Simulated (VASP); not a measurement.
Write the native input for VASP 6.6.1 that does the following.

- Task: single point
- Functional: PBEsol
- Potentials or basis: VASP PAW PBE potentials, release 64 (Si, C)
- Cutoff: 520 eV
- k mesh: 10 × 10 × 2
- Occupations: fermi-dirac, width 0.05 eV
- Spin: no spin polarisation
- Dipole correction: no
- Further INCAR settings: ALGO = Normal; EDIFF = 1e-07; NBANDS = 36

The structure of SiC lies in POSCAR:

```
SiC
1.0
    3.0950000000      0.0000000000      0.0000000000
   -1.5475000000      2.6803486247      0.0000000000
    0.0000000000      0.0000000000     15.1700000000
Si C
6 6
Direct
    0.6666666667      0.3333333333      0.4583000000
    0.3333333333      0.6666666667      0.9583000000
    0.6666666667      0.3333333333      0.7917000000
    0.3333333333      0.6666666667      0.2917000000
    0.0000000000      0.0000000000      0.6250000000
    0.0000000000      0.0000000000      0.1250000000
    0.6666666667      0.3333333333      0.3333000000
    0.3333333333      0.6666666667      0.8333000000
    0.6666666667      0.3333333333      0.6667000000
    0.3333333333      0.6666666667      0.1667000000
    0.0000000000      0.0000000000      0.5000000000
    0.0000000000      0.0000000000      0.0000000000
```

One way to write it, as run:

INCAR

```
SYSTEM = SiC
PREC = Accurate
ENCUT = 520
EDIFF = 1E-7
ISMEAR = -1
SIGMA = 0.05
LREAL = .False.
LASPH = .True.
NELM = 100
ALGO = Normal
ISIF = 2
LWAVE = .False.
LCHARG = .False.
GGA = PS
NBANDS = 36
```

KPOINTS

```
Automatic mesh
0
Gamma
  10 10 2
  0 0 0
```

Potentials or basis: VASP PAW PBE potentials, release 64 (Si, C).

Run with:

```sh
$ cat potpaw_PBE.64/Si/POTCAR potpaw_PBE.64/C/POTCAR > POTCAR
$ mpirun -np 1 vasp_std > vasp.out
```

Results of the run:

- Pressure: -2.8 GPa
- Largest force: 0.143 eV/Å
- Band gap on the k mesh: 1.91 eV (least direct gap 3.01 eV)

Caveat: the PAW data sets were made with another functional, which shifts forces and pressure a little.

It took 52 s on 1 thread of Intel(R) Xeon(R) 6975P-C (Granite Rapids), on a shared host, peak memory 0.28 GiB.
